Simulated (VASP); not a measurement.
# Li2O in VASP: a series of runs

Runs on Li2O. Level: PBE. Tasks: single point, relaxation of cell and atoms.

Everything below comes from runs of VASP 6.6.1. Logs are shortened: lines on timing, memory, paths and dates and some standing lists are left out, and cuts for length are marked.

### 1 The cell of the first run

The structure is cubic, space group Fm-3m (No. 225). The conventional cell has a = 4.626 Å, b = 4.626 Å, c = 4.626 Å, α = 90.00°, β = 90.00°, γ = 90.00°. Within 2.7 Å of Li (site symmetry -43m) lie 4 O at 2.00 Å and 6 Li at 2.31 Å. Within 2.7 Å of O (site symmetry m-3m) lie 8 Li at 2.00 Å.

### 2 Single point, PBE

File INCAR:

```
PREC = Accurate ; ENCUT = 750
EDIFF = 1E-6 ; ISMEAR = 0
SIGMA = 0.02 ; LREAL = F
LASPH = T ; NELM = 120
ALGO = Normal ; ISIF = 2
LWAVE = F ; LCHARG = T
GGA = PE ; LELF = T
LVHAR = T ; NBANDS = 13
GGA_COMPAT = F
```

File KPOINTS:

```
regular mesh
0
Gamma
  8 8 8
```

File POSCAR:

```
Li2O
1.0
    0.0000000000      2.3127615748      2.3127615748
    2.3127615748      0.0000000000      2.3127615748
    2.3127615748      2.3127615748      0.0000000000
Li O
2 1
Direct
    0.2500000000      0.2500000000      0.2500000000
    0.7500000000      0.7500000000      0.7500000000
    0.0000000000      0.0000000000      0.0000000000
```

Potentials or basis: VASP PAW PBE potentials, release 64 (Li_sv, O).

Run with:

```
> cat potpaw_PBE.64/Li_sv/POTCAR potpaw_PBE.64/O/POTCAR > POTCAR
> mpirun -np 1 vasp_std > vasp.out
```

OUTCAR:

```text
PREC = Accurate
   ENCUT = 750
   EDIFF = 1E-6
   ISMEAR = 0
   LREAL = F
   LASPH = T
   NELM = 120
   ISIF = 2
   GGA = PE

 ion  position               nearest neighbor table
   1  0.250  0.250  0.250-   3 2.00   3 2.00   3 2.00   3 2.00   2 2.31   2 2.31   2 2.31   2 2.31
                             2 2.31   2 2.31
   2  0.750  0.750  0.750-   3 2.00   3 2.00   3 2.00   3 2.00   1 2.31   1 2.31   1 2.31   1 2.31
                             1 2.31   1 2.31
   3  0.000  0.000  0.000-   1 2.00   2 2.00   2 2.00   2 2.00   2 2.00   1 2.00   1 2.00   1 2.00

  LATTYP: Found a face centered cubic cell.
 ALAT       =     4.6255231496

  Lattice vectors:

 A1 = (   0.0000000000,   2.3127615748,   2.3127615748)
 A2 = (   2.3127615748,   0.0000000000,   2.3127615748)
 A3 = (   2.3127615748,   2.3127615748,   0.0000000000)

Analysis of symmetry for initial positions (statically):
=====================================================================
 Subroutine PRICEL returns:
 Original cell was already a primitive cell.

 Routine SETGRP: Setting up the symmetry group for a
 face centered cubic supercell.

 Subroutine GETGRP returns: Found 48 space group operations
 (whereof 48 operations were pure point group operations)
 out of a pool of 48 trial point group operations.

The static configuration has the point symmetry O_h .

Analysis of symmetry for dynamics (positions and initial velocities):
=====================================================================
 Subroutine PRICEL returns:
 Original cell was already a primitive cell.

 Routine SETGRP: Setting up the symmetry group for a
 face centered cubic supercell.

 Subroutine GETGRP returns: Found 48 space group operations
 (whereof 48 operations were pure point group operations)
 out of a pool of 48 trial point group operations.

The dynamic configuration has the point symmetry O_h .

 Subroutine INISYM returns: Found 48 space group operations
 (whereof 48 operations are pure point group operations),
 and found     1 'primitive' translations

----------------------------------------------------------------------------------------

                                     Primitive cell

  volume of cell :      24.7413

  direct lattice vectors                    reciprocal lattice vectors
     0.000000000  2.312761575  2.312761575    -0.216191762  0.216191762  0.216191762
     2.312761575  0.000000000  2.312761575     0.216191762 -0.216191762  0.216191762
     2.312761575  2.312761575  0.000000000     0.216191762  0.216191762 -0.216191762

  length of vectors
     3.270738786  3.270738786  3.270738786     0.374455116  0.374455116  0.374455116

[... 92 lines left out ...]
   PSTRESS=    0.0 pullay stress
   NELECT =      12.0000    total number of electrons
   NUPDOWN=      -1.0000    fix difference up-down
   EMIN   =  10.00;   EMAX   =-10.00  energy-range for DOS
   EFERMI =   0.00;   METHOD = LEGACY
   ISMEAR =     0;   SIGMA  =   0.02  broadening in eV -4-tet -1-fermi 0-gaus
   EFERMI_NEDOS =   21; number of points for ismear=-14 and -15
   IALGO  =     38    algorithm
   IMIX   =      4    mixing-type and parameters
     AMIX     =   0.40;   BMIX     =  1.00
     AMIX_MAG =   1.60;   BMIX_MAG =  1.00
  volume/ion in A,a.u.               =       8.25        55.65
  Fermi-wavevector in a.u.,A,eV,Ry     =   1.286257  2.430673 22.510252  1.654457
  Thomas-Fermi vector in A             =   2.418342
   LORBIT       =      0    0 simple, 1 ext, 2 COOP (PROOUT), +10 PAW based schemes
   GGA     = PE    functional components
   LHFCALC =     F    Hartree Fock is set to
   AEXX    =    0.0000 exact exchange contribution
   IVDW    =     0    specifies the selected vdW correction
   LEPSILON=     F    determine dielectric tensor
   LRPA    =     F    only Hartree local field effects (RPA)
 non-spin polarized calculation
 Gauss-broadening in eV      SIGMA  =   0.02
  energy-cutoff  :      750.00
  volume of cell :       24.74
 maximum number of plane-waves:      1174
 NGX is ok and might be reduce to    30
   NGX = 15   NGY = 15   NGZ = 15

 number of electron      11.9999999 magnetization

 Free energy of the ion-electron system (eV)
  ---------------------------------------------------
  ext. energy  EPLUGINS =         0.00000000
  ---------------------------------------------------
  free energy    TOTEN  =       -14.35624708 eV

  energy without entropy =      -14.35624708  energy(sigma->0) =      -14.35624708

 E-fermi :   1.4590     XC(G=0):  -9.7361

 val. band max:        1.3131968985   @ k =   0.0000   0.0000   0.0000
 cond. band min:       6.2844771153   @ k =   0.5000   0.5000   0.0000
 fundamental gap:      4.9712802168
 Fermi energy:         1.4589605094

 k-point     1 :       0.0000    0.0000    0.0000
  band No.  band energies     occupation
      1     -41.6772      2.00000
      2     -41.3517      2.00000
      3     -14.1291      2.00000
      4       1.3132      2.00000
      5       1.3132      2.00000
      6       1.3132      2.00000
      7       6.5512      0.00000
      8      13.2284      0.00000
      9      13.2284      0.00000
     10      13.2284      0.00000
     11      20.2733      0.00000
     12      20.2733      0.00000
     13      20.2733      0.00000
[... 354 lines left out ...]
  band No.  band energies     occupation
      1     -41.4996      2.00000
      2     -41.4991      2.00000
      3     -13.8735      2.00000
      4      -1.1353      2.00000
      5       0.3123      2.00000
      6       0.5105      2.00000
      7       9.2503      0.00000
      8      11.5306      0.00000
      9      14.3419      0.00000
     10      14.6868      0.00000
     11      18.8007      0.00000
     12      19.1710      0.00000
     13      24.2510      0.00000

 [... further k-points ...]
[... 5 lines left out ...]
  --------------------------------------------------------------------------------------
  -------------------------------------------------------------------------------------
  Total       -0.0472043     -0.0472043     -0.0472043      0.0000000      0.0000000     -0.0000000
  in kB       -3.0568172     -3.0568172     -3.0568172      0.0000000      0.0000000     -0.0000000
  external PRESSURE =      -3.0568172 kB  Pullay stress =       0.0000000 kB

 VOLUME and BASIS-vectors are now :
 -----------------------------------------------------------------------------
  energy-cutoff  :      750.00
  volume of cell :       24.74
      direct lattice vectors                 reciprocal lattice vectors
     0.000000000  2.312761575  2.312761575    -0.216191762  0.216191762  0.216191762
     2.312761575  0.000000000  2.312761575     0.216191762 -0.216191762  0.216191762
     2.312761575  2.312761575  0.000000000     0.216191762  0.216191762 -0.216191762

 POSITION                                       TOTAL-FORCE (eV/Angst)
 -----------------------------------------------------------------------------------
      1.15638      1.15638      1.15638        -0.000000     -0.000000     -0.000000
      3.46914      3.46914      3.46914         0.000000      0.000000      0.000000
      0.00000      0.00000      0.00000        -0.000000     -0.000000     -0.000000
 -----------------------------------------------------------------------------------
    total drift:                                0.000000     -0.000000      0.000000

  FREE ENERGIE OF THE ION-ELECTRON SYSTEM (eV)
  ---------------------------------------------------
  free  energy   TOTEN  =       -14.3562470830 eV

  energy  without entropy=      -14.3562470830  energy(sigma->0) =      -14.35624708
```

OSZICAR:

```text
N       E                     dE             d eps       ncg     rms          rms(c)
DAV:   1     0.544322342775E+02    0.54432E+02   -0.72319E+03   754   0.128E+03
DAV:   2    -0.100356224146E+02   -0.64468E+02   -0.60699E+02   914   0.257E+02
DAV:   3    -0.160678419712E+02   -0.60322E+01   -0.59803E+01  1417   0.563E+01
DAV:   4    -0.161296242732E+02   -0.61782E-01   -0.61773E-01   878   0.672E+00
DAV:   5    -0.161300139030E+02   -0.38963E-03   -0.38963E-03  1065   0.462E-01    0.747E+00
DAV:   6    -0.143928551325E+02    0.17372E+01   -0.83938E+00   804   0.153E+01    0.285E+00
DAV:   7    -0.143590294959E+02    0.33826E-01   -0.19266E-01   942   0.304E+00    0.150E+00
DAV:   8    -0.143579262132E+02    0.11033E-02   -0.69033E-02   937   0.259E+00    0.446E-01
DAV:   9    -0.143558584436E+02    0.20678E-02   -0.59443E-03   932   0.649E-01    0.136E-01
DAV:  10    -0.143562717417E+02   -0.41330E-03   -0.92167E-04   884   0.232E-01    0.565E-02
DAV:  11    -0.143562453398E+02    0.26402E-04   -0.48359E-05   981   0.748E-02    0.135E-02
DAV:  12    -0.143562474086E+02   -0.20688E-05   -0.62802E-06   936   0.248E-02    0.630E-03
DAV:  13    -0.143562470830E+02    0.32557E-06   -0.24645E-06   969   0.135E-02
   1 F= -.14356247E+02 E0= -.14356247E+02  d E =-.564388E-27
```

stdout:

```text
POSCAR found type information on POSCAR LiO
 POSCAR found :  2 types and       3 ions
 scaLAPACK will be used
 LDA part: xc-table for (Slater+PW92), standard interpolation
 POSCAR, INCAR and KPOINTS ok, starting setup
 FFT: planning ... GRIDC
 FFT: planning ... GRID_SOFT
 FFT: planning ... GRID
 WAVECAR not read
 entering main loop
```

Wall time 34 s (1 thread of Intel Xeon 8259CL, shared host); peak memory 0.16 GiB.

What came out:

| Property | Result |
| --- | --- |
| Free energy | -14.3562 eV |
| Pressure | -0.3 GPa |
| Band gap on the k mesh | 4.97 eV, indirect (least direct gap 5.24 eV) |

A k mesh can miss the band edges.

### 3 Single point, PBE

File INCAR:

```
PREC = Accurate ; ENCUT = 750
EDIFF = 1E-6 ; ISMEAR = 0
SIGMA = 0.1 ; LREAL = False
LASPH = True ; NELM = 120
ALGO = Normal ; ISIF = 2
LWAVE = False ; LCHARG = False
GGA = PE ; NBANDS = 13
GGA_COMPAT = False
```

File KPOINTS:

```
Automatic mesh
0
Gamma
  6 6 6
```

File POSCAR:

```
Li2O
1.0
    1.6349046696      0.9439126528      2.6720641681
   -1.6349046696      0.9439126528      2.6720641681
    0.0000000000     -1.8878253005      2.6720641698
Li O
2 1
Direct
    0.2499024605      0.2499024605      0.2499024605
    0.7500975395      0.7500975395      0.7500975395
    0.0000000000      0.0000000000      0.0000000000
```

Potentials or basis: VASP PAW PBE potentials, release 64 (Li_sv, O).

Run with:

```
> cat potpaw_PBE.64/Li_sv/POTCAR potpaw_PBE.64/O/POTCAR > POTCAR
> mpirun -np 1 vasp_std > vasp.out
```

It took 46 s on 1 thread of Intel Xeon 8259CL, shared host; peak memory 0.16 GiB.

It converged, with:

- Free energy: -14.3560 eV
- Pressure: -0.3 GPa
- Largest force: 0.005 eV/Å
- Band gap on the k mesh: 4.97 eV, indirect (least direct gap 5.24 eV)

Forces on the atoms (eV/Å):
```
Li   0.000  0.000  0.005
Li   0.000  0.000 -0.005
O    0.000  0.000  0.000
```

Stress tensor (GPa, compression positive):
```
-0.28  0.00  0.00
 0.00 -0.28  0.00
 0.00  0.00 -0.37
```

Levels at points of the mesh, in eV from the valence-band top:
| k point | band 2 | band 3 | band 4 | band 5 | band 6 | band 7 | band 8 | band 9 | band 10 | band 11 |
| --- | --- | --- | --- | --- | --- | --- | --- | --- | --- | --- |
| (0.00, 0.00, 0.00) | -42.67 | -15.44 | 0.00 | 0.00 | 0.00 | 5.24 | 11.90 | 11.92 | 11.92 | 18.96 |
| (0.50, 0.00, 0.00) | -42.82 | -15.22 | -2.76 | -0.45 | -0.44 | 9.18 | 9.77 | 12.04 | 12.04 | 17.78 |
| (0.50, 0.50, 0.00) | -42.76 | -15.17 | -1.60 | -1.38 | -1.37 | 4.97 | 13.50 | 13.50 | 14.66 | 15.69 |
| (0.50, 0.50, 0.50) | -42.82 | -15.22 | -2.76 | -0.44 | -0.44 | 9.18 | 9.77 | 12.05 | 12.05 | 17.79 |

A k mesh can miss the band edges. As with any semilocal functional, this PBE gap is likely too small.

### 4 Relaxation of cell and atoms, PBE

File INCAR:

```
SYSTEM = Li2O
ALGO = Normal
EDIFF = 1E-7
EDIFFG = -0.01
ENCUT = 750
GGA = PE
GGA_COMPAT = .False.
IBRION = 2
ISIF = 3
ISMEAR = 0
LASPH = .True.
LCHARG = .False.
LREAL = .False.
LWAVE = .False.
NELM = 120
NELMIN = 4
NSW = 100
PREC = Accurate
SIGMA = 0.02
```

File KPOINTS:

```
k-points
0
Gamma
  8 8 8
  0 0 0
```

File POSCAR:

```
Li2O
1.0
    0.0000000000      2.3127615748      2.3127615748
    2.3127615748      0.0000000000      2.3127615748
    2.3127615748      2.3127615748      0.0000000000
Li O
2 1
Direct
    0.2500000000      0.2500000000      0.2500000000
    0.7500000000      0.7500000000      0.7500000000
    0.0000000000      0.0000000000      0.0000000000
```

Run with:

```
> cat potpaw_PBE.64/Li_sv/POTCAR potpaw_PBE.64/O/POTCAR > POTCAR
> mpirun -np 1 vasp_std > vasp.out
```

Wall time 47 s (1 thread of Intel Xeon 8259CL, shared host); peak memory 0.16 GiB.

The run converged. Its results:

```
Free energy                            : -14.3563 eV
Relaxed volume                         : 8.23 Å³/atom
Relaxed cell                           : a = 3.268 Å, b = 3.268 Å, c = 3.268 Å, α = 60.00°, β = 60.00°, γ = 60.00°
Space group after relaxing (to 0.05 Å) : Fm-3m (No. 225)
Energy gained by relaxing              : 0.0 meV/atom
Ionic steps                            : 2
Pressure after relaxing                : -0.1 GPa
Band gap on the k mesh                 : 4.98 eV, indirect (least direct gap 5.25 eV)
```

Final structure:
```
Li O
1.0
     0.00000    2.31100    2.31100
     2.31100    0.00000    2.31100
     2.31100    2.31100    0.00000
Li O
2 1
Direct
  0.25000 0.25000 0.25000
  0.75000 0.75000 0.75000
  0.00000 0.00000 0.00000
```

Levels at points of the mesh, in eV from the valence-band top:
| k point | band 2 | band 3 | band 4 | band 5 | band 6 | band 7 | band 8 | band 9 | band 10 |
| --- | --- | --- | --- | --- | --- | --- | --- | --- | --- |
| (0.00, 0.00, 0.00) | -42.66 | -15.45 | 0.00 | 0.00 | 0.00 | 5.25 | 11.93 | 11.93 | 11.93 |
| (0.50, 0.00, 0.00) | -42.81 | -15.22 | -2.77 | -0.44 | -0.44 | 9.20 | 9.80 | 12.05 | 12.05 |
| (0.50, 0.50, 0.00) | -42.75 | -15.17 | -1.60 | -1.38 | -1.38 | 4.98 | 13.52 | 13.52 | 14.69 |

A k mesh can miss the band edges. As with any semilocal functional, this PBE gap is likely too small.

### 5 Overview

| task | cell | k mesh | smearing | gap on the mesh (eV) | pressure (GPa) |
| --- | --- | --- | --- | --- | --- |
| single point | a = 3.271 Å, angles 60.0°, 3 atoms | 8 × 8 × 8 | gaussian 0.02 eV | 4.97 | -0.3 |
| single point | a = 3.272 Å, angles 60.0°, 3 atoms | 6 × 6 × 6 | gaussian 0.1 eV | 4.97 | -0.3 |
| relaxation of cell and atoms | relaxed from a = 3.271 Å, angles 60.0°, 3 atoms | 8 × 8 × 8 | gaussian 0.02 eV | 4.98 | -0.1 |

Alike in all rows: level PBE; potentials or basis VASP PAW PBE potentials, release 64 (Li_sv, O); no spin polarisation; cutoff (eV) 750.

Absolute energies hang on the potentials; compare differences alone.
